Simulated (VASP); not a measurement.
# SiNi2 (P-6m2) in VASP: single point with PBEsol

Aim: the single point of SiNi2 with PBEsol.

Everything below comes from runs of VASP 6.6.1. Logs are shortened: lines on timing, memory, paths and dates and some standing lists are left out, and cuts for length are marked.

### Step 1. The cell of the first run

The structure is hexagonal, space group P-6m2 (No. 187). The conventional cell has a = 3.868 Å, b = 3.868 Å, c = 4.917 Å, α = 90.00°, β = 90.00°, γ = 120.00°. Within 3.0 Å of Si (site symmetry -6m2) lie 11 Ni at 2.23 to 2.51 Å. Si (site symmetry -6m2) has 11 Ni at 2.23 to 2.59 Å within 3.0 Å. Within 3.1 Å of Ni (site symmetry 3m) lie 8 Ni at 2.31 to 2.61 Å and 6 Si at 2.51 to 2.59 Å. Ni (site symmetry -6m2) has 5 Si at 2.23 to 2.46 Å and 6 Ni at 2.59 Å within 3.0 Å. Within 3.0 Å of Ni (site symmetry -6m2) lie 5 Si at 2.23 to 2.46 Å and 6 Ni at 2.51 Å.

### Step 2. Single point, PBEsol (atoms displaced along a vibrational mode)

File INCAR:

```
PREC = Accurate
ENCUT = 520
EDIFF = 1E-6
ISMEAR = 0
SIGMA = 0.15
LREAL = F
LASPH = T
NELM = 60
ALGO = Fast
ISIF = 2
LWAVE = F
LCHARG = T
GGA = PS
LELF = T
LVHAR = T
NBANDS = 33
```

File KPOINTS:

```
regular mesh
0
Gamma
  12 12 10
```

File POSCAR:

```
SiNi2
1.0
    3.8684636248      0.0000000000      0.0000000000
   -1.9342318124      3.3501877727      0.0000000000
    0.0000000000      0.0000000000      4.9169852794
Si Ni
2 4
Direct
    0.3333333333      0.6666666667      0.7500000000
    0.6666666667      0.3333333333      0.2500000000
    0.0000000000      0.0000000000     -0.0152532488
    0.0000000000      0.0000000000      0.5152532488
    0.3333333333      0.6666666667      0.2500000000
    0.6666666667      0.3333333333      0.7500000000
```

Potentials or basis: VASP PAW PBE potentials, release 64 (Si, Ni).

On the command line:

```console
$ cat potpaw_PBE.64/Si/POTCAR potpaw_PBE.64/Ni/POTCAR > POTCAR
$ mpirun -np 1 vasp_std > vasp.out
```

OUTCAR:

```text
PREC = Accurate
   ENCUT = 520
   EDIFF = 1E-6
   ISMEAR = 0
   LREAL = F
   LASPH = T
   NELM = 60
   ISIF = 2
   GGA = PS

 ion  position               nearest neighbor table
   1  0.333  0.667  0.750-   6 2.23   6 2.23   6 2.23   5 2.46   5 2.46   3 2.51   4 2.51   4 2.51
                             3 2.51   4 2.51   3 2.51
   2  0.667  0.333  0.250-   5 2.23   5 2.23   5 2.23   6 2.46   6 2.46   3 2.59   4 2.59   3 2.59
                             4 2.59   3 2.59   4 2.59
   3  0.000  0.000  0.985-   4 2.31   1 2.51   6 2.51   6 2.51   1 2.51   6 2.51   1 2.51   5 2.59
                             2 2.59   2 2.59   5 2.59   2 2.59   5 2.59   4 2.61
   4  0.000  0.000  0.515-   3 2.31   1 2.51   6 2.51   6 2.51   1 2.51   6 2.51   1 2.51   5 2.59
                             2 2.59   2 2.59   5 2.59   2 2.59   5 2.59   3 2.61
   5  0.333  0.667  0.250-   2 2.23   2 2.23   2 2.23   1 2.46   1 2.46   3 2.59   4 2.59   4 2.59
                             3 2.59   4 2.59   3 2.59
   6  0.667  0.333  0.750-   1 2.23   1 2.23   1 2.23   2 2.46   2 2.46   3 2.51   4 2.51   3 2.51
                             4 2.51   3 2.51   4 2.51

  LATTYP: Found a hexagonal cell.
 ALAT       =     3.8684636248
 C/A-ratio  =     1.2710434313

  Lattice vectors:

 A1 = (   3.8684636248,   0.0000000000,   0.0000000000)
 A2 = (  -1.9342318124,   3.3501877727,   0.0000000000)
 A3 = (   0.0000000000,   0.0000000000,   4.9169852794)

Analysis of symmetry for initial positions (statically):
=====================================================================
 Subroutine PRICEL returns:
 Original cell was already a primitive cell.

 Routine SETGRP: Setting up the symmetry group for a
 hexagonal supercell.

 Subroutine GETGRP returns: Found 12 space group operations
 (whereof  6 operations were pure point group operations)
 out of a pool of 24 trial point group operations.

The static configuration has the point symmetry C_3v.
 The point group associated with its full space group is D_3h.

Analysis of symmetry for dynamics (positions and initial velocities):
=====================================================================
 Subroutine PRICEL returns:
 Original cell was already a primitive cell.

 Routine SETGRP: Setting up the symmetry group for a
 hexagonal supercell.

 Subroutine GETGRP returns: Found 12 space group operations
 (whereof  6 operations were pure point group operations)
 out of a pool of 24 trial point group operations.

The dynamic configuration has the point symmetry C_3v.
 The point group associated with its full space group is D_3h.

 Subroutine INISYM returns: Found 12 space group operations
 (whereof  6 operations are pure point group operations),
 and found     1 'primitive' translations

----------------------------------------------------------------------------------------

                                     Primitive cell

  volume of cell :      63.7245

  direct lattice vectors                    reciprocal lattice vectors
     3.868463625  0.000000000  0.000000000     0.258500557  0.149245366  0.000000000
    -1.934231812  3.350187773  0.000000000     0.000000000  0.298490732  0.000000000
     0.000000000  0.000000000  4.916985279     0.000000000  0.000000000  0.203376651

  length of vectors
     3.868463625  3.868463625  4.916985279     0.298490732  0.298490732  0.203376651

  position of ions in fractional coordinates (direct lattice)
     0.333333333  0.666666667  0.750000000
     0.666666667  0.333333333  0.250000000
     0.000000000  0.000000000  0.984746751
     0.000000000  0.000000000  0.515253249
     0.333333333  0.666666667  0.250000000
     0.666666667  0.333333333  0.750000000

  ion indices of the primitive-cell ions
   primitive index   ion index
                 1           1
                 2           2
                 3           3
                 4           4
                 5           5
                 6           6

----------------------------------------------------------------------------------------

 KPOINTS: regular mesh

Automatic generation of k-mesh.
 Grid dimensions read from file:
 generate k-points for:   12   12   10

 Generating k-lattice:

  Cartesian coordinates                     Fractional coordinates (reciprocal lattice)
     0.021541713  0.012437114  0.000000000     0.083333333  0.000000000  0.000000000
     0.000000000  0.024874228  0.000000000     0.000000000  0.083333333  0.000000000
     0.000000000  0.000000000  0.020337665     0.000000000  0.000000000  0.100000000

  Length of vectors
     0.024874228  0.024874228  0.020337665

  Shift w.r.t. Gamma in fractional coordinates (k-lattice)
     0.000000000  0.000000000  0.000000000

 Subroutine IBZKPT returns following result:
 ===========================================

 Found    114 irreducible k-points:

 Following reciprocal coordinates:
            Coordinates               Weight
  0.000000  0.000000  0.000000      1.000000
  0.083333  0.000000  0.000000      6.000000
  0.166667  0.000000  0.000000      6.000000
  0.250000  0.000000  0.000000      6.000000
  0.333333  0.000000  0.000000      6.000000
  0.416667  0.000000  0.000000      6.000000
[... 16 lines left out ...]
  0.250000  0.000000  0.100000     12.000000
  0.333333  0.000000  0.100000     12.000000
 [... further k-points ...]
   k-points           NKPTS =    114   k-points in BZ     NKDIM =    114   number of bands    NBANDS=     33
   number of dos      NEDOS =    301   number of ions     NIONS =      6
   total plane-waves  NPLWV =  36000
   dimension x,y,z NGX =    30 NGY =   30 NGZ =   40
   dimension x,y,z NGXF=    60 NGYF=   60 NGZF=   80
   ions per type =               2   4
   NGX,Y,Z   is equivalent  to a cutoff of  12.89, 12.89, 13.52 a.u.
   NGXF,Y,Z  is equivalent  to a cutoff of  25.78, 25.78, 27.05 a.u.
 SYSTEM =  unknown system
   PREC   = accura    normal or accurate (medium, high low for compatibility)
   ISTART =      0    job   : 0-new  1-cont  2-samecut
   ICHARG =      2    charge: 1-file 2-atom 10-const
   ISPIN  =      1    spin polarized calculation?
   LNONCOLLINEAR =      F non collinear calculations
   LSORBIT =      F    spin-orbit coupling
   LASPH  =      T    aspherical Exc in radial PAW
   ENCUT  =  520.0 eV  38.22 Ry    6.18 a.u.   7.19  7.19  9.14*2*pi/ulx,y,z
   NELM   =     60;   NELMIN=  2; NELMDL= -5     # of ELM steps
   EDIFF  = 0.1E-05   stopping-criterion for ELM
   LREAL  =      F    real-space projection
   EDIFFG = 0.1E-04   stopping-criterion for IOM
   NSW    =      0    number of steps for IOM
   IBRION =     -1    ionic relax: 0-MD 1-quasi-New 2-CG
   NFREE  =      0    steps in history (QN), initial steepest desc. (CG)
   ISIF   =      2    stress and relaxation
   ISYM   =      2    0-nonsym 1-usesym 2-fastsym
   POTIM  = 0.5000    time-step for ionic-motion
   TEBEG  =    0.0;   TEEND  =   0.0 temperature during run
   PSTRESS=    0.0 pullay stress
   NELECT =      48.0000    total number of electrons
   NUPDOWN=      -1.0000    fix difference up-down
   EMIN   =  10.00;   EMAX   =-10.00  energy-range for DOS
   EFERMI =   0.00;   METHOD = LEGACY
   ISMEAR =     0;   SIGMA  =   0.15  broadening in eV -4-tet -1-fermi 0-gaus
   EFERMI_NEDOS =   21; number of points for ismear=-14 and -15
   IALGO  =     68    algorithm
   IMIX   =      4    mixing-type and parameters
     AMIX     =   0.40;   BMIX     =  1.00
     AMIX_MAG =   1.60;   BMIX_MAG =  1.00
  volume/ion in A,a.u.               =      10.62        71.67
  Fermi-wavevector in a.u.,A,eV,Ry     =   1.489543  2.814828 30.187769  2.218738
  Thomas-Fermi vector in A             =   2.602438
   LORBIT       =      0    0 simple, 1 ext, 2 COOP (PROOUT), +10 PAW based schemes
   GGA     = PS    functional components
   LHFCALC =     F    Hartree Fock is set to
   AEXX    =    0.0000 exact exchange contribution
   IVDW    =     0    specifies the selected vdW correction
   LEPSILON=     F    determine dielectric tensor
   LRPA    =     F    only Hartree local field effects (RPA)
 non-spin polarized calculation
 RMM-DIIS sequential band-by-band and
 Gauss-broadening in eV      SIGMA  =   0.15
  energy-cutoff  :      520.00
  volume of cell :       63.72
 maximum number of plane-waves:      1737
 NGX is ok and might be reduce to    30
   NGX = 15   NGY = 15   NGZ = 19

 number of electron      47.9999984 magnetization

 Free energy of the ion-electron system (eV)
  ---------------------------------------------------
  ext. energy  EPLUGINS =         0.00000000
  ---------------------------------------------------
  free energy    TOTEN  =       -39.45435966 eV

  energy without entropy =      -39.41476210  energy(sigma->0) =      -39.43456088

 E-fermi :  11.4103     XC(G=0): -13.2147

 val. band max:       11.4039827731   @ k =   0.1667   0.1667   0.4000
 cond. band min:      11.4115892812   @ k =   0.2500   0.2500   0.5000
 fundamental gap:      0.0076065080
 Fermi energy:        11.4103498029

 k-point     1 :       0.0000    0.0000    0.0000
  band No.  band energies     occupation
      1      -1.3982      2.00000
      2       3.1212      2.00000
      3       4.8167      2.00000
      4       6.1728      2.00000
      5       6.1728      2.00000
      6       7.3747      2.00000
[... 25 lines left out ...]
     32      17.0896      0.00000
     33      19.8041      0.00000

 k-point     2 :       0.0833    0.0000    0.0000
  band No.  band energies     occupation
      1      -1.3070      2.00000
      2       3.1367      2.00000
      3       4.8800      2.00000
      4       6.1608      2.00000
      5       6.2201      2.00000
      6       7.0450      2.00000
[... 25 lines left out ...]
     32      17.6149      0.00000
     33      19.1818      0.00000
[... 754 lines left out ...]
     32      18.1225      0.00000
     33      18.8719      0.00000

 k-point    24 :       0.3333    0.0000    0.1000
  band No.  band energies     occupation
      1       0.0529      2.00000
      2       2.8939      2.00000
      3       4.8206      2.00000
      4       5.7053      2.00000
      5       6.6992      2.00000
      6       6.8767      2.00000
[... 25 lines left out ...]
     32      18.4919      0.00000
     33      19.7975      0.00000

 [... further k-points ...]

------------------------ aborting loop because EDIFF is reached ----------------------------------------

  FORCE on cell =-STRESS in cart. coord.  units (eV):
  Direction    XX          YY          ZZ          XY          YZ          ZX
  --------------------------------------------------------------------------------------
  -------------------------------------------------------------------------------------
  Total        0.3350357      0.3350357      0.8212854      0.0000000      0.0000000      0.0000000
  in kB        8.4235482      8.4235482     20.6489575      0.0000000      0.0000000      0.0000000
  external PRESSURE =      12.4986847 kB  Pullay stress =       0.0000000 kB

 VOLUME and BASIS-vectors are now :
 -----------------------------------------------------------------------------
  energy-cutoff  :      520.00
  volume of cell :       63.72
      direct lattice vectors                 reciprocal lattice vectors
     3.868463625  0.000000000  0.000000000     0.258500557  0.149245366  0.000000000
    -1.934231812  3.350187773  0.000000000     0.000000000  0.298490732  0.000000000
     0.000000000  0.000000000  4.916985279     0.000000000  0.000000000  0.203376651

 POSITION                                       TOTAL-FORCE (eV/Angst)
 -----------------------------------------------------------------------------------
     -0.00000      2.23346      3.68774        -0.000000      0.000000      0.000000
      1.93423      1.11673      1.22925        -0.000000     -0.000000      0.000000
      0.00000      0.00000      4.84199         0.000000     -0.000000      1.591990
      0.00000      0.00000      2.53349         0.000000     -0.000000     -1.591990
     -0.00000      2.23346      1.22925         0.000000     -0.000000      0.000000
      1.93423      1.11673      3.68774        -0.000000     -0.000000      0.000000
 -----------------------------------------------------------------------------------
    total drift:                                0.000000     -0.000000     -0.000000

  FREE ENERGIE OF THE ION-ELECTRON SYSTEM (eV)
  ---------------------------------------------------
  free  energy   TOTEN  =       -39.4543596552 eV

  energy  without entropy=      -39.4147621009  energy(sigma->0) =      -39.43456088
```

Run time: 3.3 min. Hardware: 1 thread of Intel Xeon Platinum 8488C (Sapphire Rapids), shared host; peak memory 0.31 GiB.

Results:

```
Free energy            : -39.4544 eV
Pressure               : 1.2 GPa
Largest force          : 1.592 eV/Å
Band gap on the k mesh : zero (bands 24 and 25 overlap by 3.34 eV)
```

Forces in eV/Å, atoms in the order of the input:
```
Si   0.000  0.000  0.000
Si   0.000  0.000  0.000
Ni   0.000  0.000  1.592
Ni   0.000  0.000 -1.592
Ni   0.000  0.000  0.000
Ni   0.000  0.000  0.000
```

Stress tensor (GPa, compression positive):
```
0.84 0.00 0.00
0.00 0.84 0.00
0.00 0.00 2.06
```

Caveat: the cell differs from its parent crystal (atoms displaced along a vibrational mode); the PAW data sets were made with another functional, which shifts forces and pressure a little. Spin polarisation is off, so any magnetic state and its effect on volume and gap are missing.
